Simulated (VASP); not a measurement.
# Fe2O3 (R-3c) in VASP: a series of runs

Aim: see how the results for Fe2O3 move with the level of theory and the settings. Levels: PBEsol+D4, revPBE, PBEsol+D3(BJ), RPBE+D3(BJ). Tasks: single point.

All numbers are computed with VASP 6.6.1; they aren't measurements. Logs are shortened: lines on timing, memory, paths and dates and some standing lists are left out, and cuts for length are marked.

**1. The cell of the first run**

Symmetry: R-3c, No. 167, trigonal system. Conventional cell: a = 4.683 Å, b = 4.683 Å, c = 13.153 Å, α = 90.00°, β = 90.00°, γ = 120.00°. Within 2.6 Å of Fe (site symmetry 3) lie 6 O at 1.86 to 1.93 Å and 1 Fe at 2.51 Å. Within 2.8 Å of O (site symmetry 2) lie 4 Fe at 1.86 to 1.93 Å and 12 O at 2.55 to 2.78 Å.

**2. Single point, PBEsol+D4, collinear spin, ferromagnetic start**

Input file INCAR:

```
ALGO = Normal ; EDIFF = 1E-6
ENCUT = 600 ; GGA = PS
GGA_COMPAT = False ; ISIF = 2
ISMEAR = -1 ; ISPIN = 2
IVDW = 13 ; LASPH = True
LCHARG = False ; LMAXMIX = 4
LORBIT = 11 ; LREAL = False
LWAVE = False ; MAGMOM = 3 3 3 3 0 0 0 0 0 0
NBANDS = 49 ; NELM = 200
PREC = Accurate ; SIGMA = 0.05
```

Input file KPOINTS:

```
k-points
0
Gamma
  7 7 7
```

Input file POSCAR:

```
Fe2O3
1.0
    2.3414022389      1.3518092129      4.3844986152
   -2.3414022389      1.3518092129      4.3844986152
    0.0000000000     -2.7036184259      4.3844986152
Fe O
4 6
Direct
    0.3454034679      0.3454034679      0.3454034679
    0.1545965321      0.1545965321      0.1545965321
    0.6545965321      0.6545965321      0.6545965321
    0.8454034679      0.8454034679      0.8454034679
    0.5641742386      0.2500000000      0.9358257614
    0.2500000000      0.9358257614      0.5641742386
    0.9358257614      0.5641742386      0.2500000000
    0.4358257614      0.7500000000      0.0641742386
    0.7500000000      0.0641742386      0.4358257614
    0.0641742386      0.4358257614      0.7500000000
```

Potentials or basis: VASP PAW PBE potentials, release 64 (Fe, O).

Launch:

```
$ cat potpaw_PBE.64/Fe/POTCAR potpaw_PBE.64/O/POTCAR > POTCAR
$ mpirun -np 1 vasp_std > vasp.out
```

OUTCAR:

```text
EDIFF = 1E-6
   ENCUT = 600
   GGA = PS
   ISIF = 2
   ISMEAR = -1
   ISPIN = 2
   IVDW = 13
   LASPH = True
   LORBIT = 11
   LREAL = False
   NELM = 200
   PREC = Accurate

 ion  position               nearest neighbor table
   1  0.345  0.345  0.345-   9 1.86   8 1.86  10 1.86   7 1.93   6 1.93   5 1.93   2 2.51   3 2.72
                             3 2.72   3 2.72
   2  0.155  0.155  0.155-   8 1.86   9 1.86  10 1.86   7 1.93   5 1.93   6 1.93   1 2.51   4 2.72
                             4 2.72   4 2.72
   3  0.655  0.655  0.655-   6 1.86   5 1.86   7 1.86  10 1.93   9 1.93   8 1.93   4 2.51   1 2.72
                             1 2.72   1 2.72
   4  0.845  0.845  0.845-   5 1.86   6 1.86   7 1.86  10 1.93   8 1.93   9 1.93   3 2.51   2 2.72
                             2 2.72   2 2.72
   5  0.564  0.250  0.936-   4 1.86   3 1.86   2 1.93   1 1.93
   6  0.250  0.936  0.564-   3 1.86   4 1.86   1 1.93   2 1.93
   7  0.936  0.564  0.250-   3 1.86   4 1.86   1 1.93   2 1.93
   8  0.436  0.750  0.064-   2 1.86   1 1.86   4 1.93   3 1.93
   9  0.750  0.064  0.436-   1 1.86   2 1.86   3 1.93   4 1.93
  10  0.064  0.436  0.750-   1 1.86   2 1.86   3 1.93   4 1.93

  LATTYP: Found a trigonal (rhomboedric) cell.
 ALAT       =     5.1510562702
 COS(alpha) =     0.5867722620

  Lattice vectors:

 A1 = (   2.3414022389,   1.3518092129,   4.3844986152)
 A2 = (  -2.3414022389,   1.3518092129,   4.3844986152)
 A3 = (   0.0000000000,  -2.7036184259,   4.3844986152)

Analysis of symmetry for initial positions (statically):
=====================================================================
 Subroutine PRICEL returns:
 Original cell was already a primitive cell.

 Routine SETGRP: Setting up the symmetry group for a
 trigonal (rhombohedral) supercell.

 Subroutine GETGRP returns: Found 12 space group operations
 (whereof  6 operations were pure point group operations)
 out of a pool of 12 trial point group operations.

The static configuration has the point symmetry S_6 .
 The point group associated with its full space group is D_3d.

Analysis of symmetry for dynamics (positions and initial velocities):
=====================================================================
 Subroutine PRICEL returns:
 Original cell was already a primitive cell.

 Routine SETGRP: Setting up the symmetry group for a
 trigonal (rhombohedral) supercell.

 Subroutine GETGRP returns: Found 12 space group operations
 (whereof  6 operations were pure point group operations)
 out of a pool of 12 trial point group operations.

The dynamic configuration has the point symmetry S_6 .
 The point group associated with its full space group is D_3d.

Analysis of structural, dynamic, and magnetic symmetry:
=====================================================================
 Subroutine PRICEL returns:
 Original cell was already a primitive cell.

 Routine SETGRP: Setting up the symmetry group for a
 trigonal (rhombohedral) supercell.

 Subroutine GETGRP returns: Found 12 space group operations
 (whereof  6 operations were pure point group operations)
 out of a pool of 12 trial point group operations.

The overall configuration has the point symmetry S_6 .
 The point group associated with its full space group is D_3d.

 Subroutine INISYM returns: Found 12 space group operations
 (whereof  6 operations are pure point group operations),
 and found     1 'primitive' translations

----------------------------------------------------------------------------------------

                                     Primitive cell

  volume of cell :      83.2650

  direct lattice vectors                    reciprocal lattice vectors
     2.341402239  1.351809213  4.384498615     0.213547246  0.123291560  0.076025416
    -2.341402239  1.351809213  4.384498615    -0.213547246  0.123291560  0.076025416
     0.000000000 -2.703618426  4.384498615     0.000000000 -0.246583120  0.076025416

  length of vectors
     5.151056270  5.151056270  5.151056270     0.258037011  0.258037011  0.258037011

  position of ions in fractional coordinates (direct lattice)
     0.345403468  0.345403468  0.345403468
     0.154596532  0.154596532  0.154596532
     0.654596532  0.654596532  0.654596532
     0.845403468  0.845403468  0.845403468
[... 86 lines left out ...]
   LNONCOLLINEAR =      F non collinear calculations
   LSORBIT =      F    spin-orbit coupling
   LASPH  =      T    aspherical Exc in radial PAW
   ENCUT  =  600.0 eV  44.10 Ry    6.64 a.u.  10.29 10.29 10.29*2*pi/ulx,y,z
   NELM   =    200;   NELMIN=  2; NELMDL= -5     # of ELM steps
   EDIFF  = 0.1E-05   stopping-criterion for ELM
   LREAL  =      F    real-space projection
   EDIFFG = 0.1E-04   stopping-criterion for IOM
   NSW    =      0    number of steps for IOM
   IBRION =     -1    ionic relax: 0-MD 1-quasi-New 2-CG
   NFREE  =      0    steps in history (QN), initial steepest desc. (CG)
   ISIF   =      2    stress and relaxation
   ISYM   =      2    0-nonsym 1-usesym 2-fastsym
   POTIM  = 0.5000    time-step for ionic-motion
   TEBEG  =    0.0;   TEEND  =   0.0 temperature during run
   PSTRESS=    0.0 pullay stress
   NELECT =      68.0000    total number of electrons
   NUPDOWN=      -1.0000    fix difference up-down
   EMIN   =  10.00;   EMAX   =-10.00  energy-range for DOS
   EFERMI =   0.00;   METHOD = LEGACY
   ISMEAR =    -1;   SIGMA  =   0.05  broadening in eV -4-tet -1-fermi 0-gaus
   EFERMI_NEDOS =   21; number of points for ismear=-14 and -15
   IALGO  =     38    algorithm
   IMIX   =      4    mixing-type and parameters
     AMIX     =   0.40;   BMIX     =  1.00
     AMIX_MAG =   1.60;   BMIX_MAG =  1.00
  volume/ion in A,a.u.               =       8.33        56.19
  Fermi-wavevector in a.u.,A,eV,Ry     =   1.530231  2.891717 31.859486  2.341606
  Thomas-Fermi vector in A             =   2.637742
   LORBIT       =     11    0 simple, 1 ext, 2 COOP (PROOUT), +10 PAW based schemes
   GGA     = PS    functional components
   LHFCALC =     F    Hartree Fock is set to
   AEXX    =    0.0000 exact exchange contribution
   IVDW    =    13    specifies the selected vdW correction
   LEPSILON=     F    determine dielectric tensor
   LRPA    =     F    only Hartree local field effects (RPA)
 spin polarized calculation
  energy-cutoff  :      600.00
  volume of cell :       83.27
 maximum number of plane-waves:      2811
 NGX is ok and might be reduce to    42
   NGX = 21   NGY = 21   NGZ = 21

 number of electron      68.0000000 magnetization      12.0000000

 number of electron      67.9999997 magnetization       4.0005140

 Free energy of the ion-electron system (eV)
  ---------------------------------------------------
  ext. energy  EPLUGINS =         0.00000000
  ---------------------------------------------------
  free energy    TOTEN  =       -79.74052669 eV

  energy without entropy =      -79.66886846  energy(sigma->0) =      -79.70469757

 E-fermi :   6.1098     XC(G=0): -13.0048

 val. band max:        6.1068978749   @ k =  -0.2857   0.2857   0.1429
 cond. band min:       6.1113628885   @ k =  -0.2857   0.1429   0.1429
 fundamental gap:      0.0044650136
 Fermi energy:         6.1098017991

 spin component 1

 k-point     1 :       0.0000    0.0000    0.0000
  band No.  band energies     occupation
      1     -15.5134      1.00000
      2     -13.4259      1.00000
      3     -13.4045      1.00000
      4     -13.4045      1.00000
      5     -13.2024      1.00000
      6     -13.2024      1.00000
[... 1165 lines left out ...]
     45      13.8391      0.00000
     46      15.9272      0.00000

 [... further k-points ...]

 spin component 2

 k-point     1 :       0.0000    0.0000    0.0000
  band No.  band energies     occupation
      1     -15.4357      1.00000
      2     -13.3512      1.00000
      3     -13.3238      1.00000
      4     -13.3238      1.00000
      5     -13.1250      1.00000
      6     -13.1250      1.00000
[... 1165 lines left out ...]
     45      13.9716      0.00000
     46      16.0507      0.00000

 [... further k-points ...]

 [bands above 46 left out]

------------------------ aborting loop because EDIFF is reached ----------------------------------------

  DFT-D4 for vdW energy calculation

  Edisp (eV):   -1.41753

  FORCE on cell =-STRESS in cart. coord.  units (eV):
  Direction    XX          YY          ZZ          XY          YZ          ZX
  --------------------------------------------------------------------------------------
  -------------------------------------------------------------------------------------
  Total       1.07801     1.07801     1.07358    -0.00000    -0.00000     0.00000
  in kB      20.74298    20.74298    20.65770    -0.00000    -0.00000     0.00000
  external pressure =       20.71 kB  Pullay stress =        0.00 kB

 VOLUME and BASIS-vectors are now :
 -----------------------------------------------------------------------------
  energy-cutoff  :      600.00
  volume of cell :       83.27
      direct lattice vectors                 reciprocal lattice vectors
     2.341402239  1.351809213  4.384498615     0.213547246  0.123291560  0.076025416
    -2.341402239  1.351809213  4.384498615    -0.213547246  0.123291560  0.076025416
     0.000000000 -2.703618426  4.384498615     0.000000000 -0.246583120  0.076025416

 POSITION                                       TOTAL-FORCE (eV/Angst)
 -----------------------------------------------------------------------------------
      0.00000     -0.00000      4.54326         0.000000     -0.000000      0.045379
      0.00000     -0.00000      2.03348         0.000000      0.000000     -0.045379
      0.00000     -0.00000      8.61023         0.000000      0.000000     -0.045379
      0.00000     -0.00000     11.12001         0.000000     -0.000000      0.045379
      0.73561     -1.42951      7.67287         0.011938      0.020677     -0.000000
     -1.60579      0.07770      7.67287         0.011938     -0.020677     -0.000000
      0.87019      1.35181      7.67287        -0.023875      0.000000     -0.000000
     -0.73561      1.42951      5.48062        -0.011938     -0.020677     -0.000000
      1.60579     -0.07770      5.48062        -0.011938      0.020677     -0.000000
     -0.87019     -1.35181      5.48062         0.023875      0.000000     -0.000000
 -----------------------------------------------------------------------------------
    total drift:                               -0.000000      0.000000      0.000000

  FREE ENERGIE OF THE ION-ELECTRON SYSTEM (eV)
  ---------------------------------------------------
  free  energy   TOTEN  =       -81.1580523508 eV

  energy  without entropy=      -81.0863941216  energy(sigma->0) =      -81.12222324

 total charge

# of ion       s       p       d       tot
------------------------------------------
    1        0.442   0.728   6.389   7.559
    2        0.442   0.728   6.389   7.559
    3        0.442   0.728   6.389   7.559
    4        0.442   0.728   6.389   7.559
    5        1.553   3.461   0.000   5.014
    6        1.553   3.461   0.000   5.014
    7        1.553   3.461   0.000   5.014
    8        1.553   3.461   0.000   5.014
    9        1.553   3.461   0.000   5.014
   10        1.553   3.461   0.000   5.014
--------------------------------------------------
tot         11.086  23.678  25.557  60.321

 magnetization (x)

# of ion       s       p       d       tot
------------------------------------------
    1        0.006   0.010   0.919   0.936
    2        0.006   0.010   0.919   0.936
    3        0.006   0.010   0.919   0.936
    4        0.006   0.010   0.919   0.936
    5        0.000   0.032   0.000   0.032
    6        0.000   0.032   0.000   0.032
    7        0.000   0.032   0.000   0.032
    8        0.000   0.032   0.000   0.032
    9        0.000   0.032   0.000   0.032
   10        0.000   0.032   0.000   0.032
--------------------------------------------------
tot          0.027   0.234   3.676   3.936
```

Wall time 17 min (1 thread of Oxide Virtual Turin-like, shared host); peak memory 0.48 GiB.

What came out:

```yaml
Free_energy: -81.1581 eV
Pressure: 2.1 GPa
Largest_force: 0.045 eV/Å
Band_gap_on_the_k_mesh: zero (filled and empty bands overlap)
Net_moment: 4.00 μB per cell
Site_moments: Fe +0.94; O +0.03 μB
Valence_electrons_inside_the_program's_atomic_spheres: Fe 7.56; O 5.01
Dispersion_energy_per_atom: -0.142 eV
```

Forces in eV/Å, atoms in the order of the input:
```
Fe   0.000  0.000  0.045
Fe   0.000  0.000 -0.045
Fe   0.000  0.000 -0.045
Fe   0.000  0.000  0.045
O    0.012  0.021  0.000
O    0.012 -0.021  0.000
O   -0.024  0.000  0.000
O   -0.012 -0.021  0.000
O   -0.012  0.021  0.000
O    0.024  0.000  0.000
```

Levels at points of the mesh, in eV from the Fermi level:
Spin up:
| k point | band 34 | band 35 | band 36 | band 37 | band 38 | band 39 |
| --- | --- | --- | --- | --- | --- | --- |
| (0.00, 0.00, 0.00) | -0.51 | -0.51 | -0.44 | 0.49 | 0.49 | 0.62 |
Spin down:
```csv
k point,band 28,band 29,band 30,band 31,band 32,band 33,band 34,band 35,band 36,band 37
"(0.00, 0.00, 0.00)",-0.80,-0.80,-0.73,-0.73,-0.39,0.34,0.34,0.43,0.88,1.16
```

Caveat: the PAW data sets were made with another functional, which shifts forces and pressure a little; semilocal functionals often make such compounds metallic where correlation or magnetic order opens a gap, which also shifts bond lengths; the run started ferromagnetic, and an antiferromagnetic order may lie lower in energy.

[end of part 1 of 2]
